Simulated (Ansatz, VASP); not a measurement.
**Two plane-wave programs on Al2Cu**

Contents of INCAR:

```
ALGO     = Fast           # electronic algorithm
EDIFF    = 1E-6           # SCF threshold, eV
ENCUT    = 520            # plane-wave cutoff, eV
ISIF     = 2              # what is computed and relaxed
ISMEAR   = 0              # smearing method
LASPH    = True           # aspherical terms in the spheres
LCHARG   = False          # write CHGCAR
LREAL    = False          # projectors in reciprocal space
LWAVE    = False          # write WAVECAR
NBANDS   = 16             # bands
NELM     = 60             # most SCF steps
PREC     = Accurate       # precision mode
SIGMA    = 0.15           # smearing width, eV
```

File KPOINTS:

```
k-points
0
Gamma
  14 14 14
```

File POSCAR:

```
Al2Cu
1.0
   -1.9979536897      1.9979536897      2.7027073770
    1.9979536897     -1.9979536897      2.7027073770
    2.1050030321      2.1050030321     -2.7027073770
Al Cu
2 1
Direct
    0.7500000000      0.2500000000      0.5000000000
    0.2500000000      0.7500000000      0.5000000000
    0.5000000000      0.5000000000      0.0000000000
```

Input for Ansatz:

```yaml
crystal:
  lattice:
    - [-1.9979536897, 1.9979536897, 2.702707377]
    - [1.9979536897, -1.9979536897, 2.702707377]
    - [2.1050030321, 2.1050030321, -2.702707377]
  atoms:
    - { symbol: Al, position: [0.75, 0.25, 0.5] }
    - { symbol: Al, position: [0.25, 0.75, 0.5] }
    - { symbol: Cu, position: [0.5, 0.5, 0.0] }
basis:
  ecutwfc: 520.0
kpoints:
  mp_grid: { grid: [14, 14, 14] }
hamiltonian:
  xc: lda
  pseudopotentials: { kind: paw, azcp: { folder: soft_1 } }
scf:
  occupations: { method: gaussian, width: 0.15 }
output:
  forces: true
  stress: true
  eigenvalues: true
```

Change from the starting cell: strain +e along x and -e along y -0.0267, strain +e along z and -e/2 along x and y -0.0467.

Alike in both runs: task single point; functional LDA; k mesh 14 × 14 × 14; occupations gaussian, width 0.15 eV; no spin polarisation.

|  | VASP | Ansatz |
| --- | --- | --- |
| version | VASP 6.6.1 | Ansatz 0.2.0 |
| potentials or method | VASP PAW LDA potentials, release 64 (Al, Cu), cutoff 520 eV | scalar-relativistic, plane waves, PAW |
| valence electrons in the cell | 17 | 25 |

```csv
,VASP,Ansatz,Ansatz less VASP
gap on the k mesh at the Fermi level (eV),none,none,-
pressure (GPa),1.0,0.7,-0.31
"traceless stress, the component that is largest in VASP (GPa)",5.58,5.62,+0.036
```

Ansatz warns that its potentials were made for another functional, while VASP's fit it. LDA's correlation is that of Perdew and Zunger in VASP and of Perdew and Wang (1992) in Ansatz. A gap of «none» marks a metal or a gap that the smearing closes. VASP's potentials hold 17 valence electrons a cell and Ansatz's 25, so a difference there can come from the potentials and not from the codes.
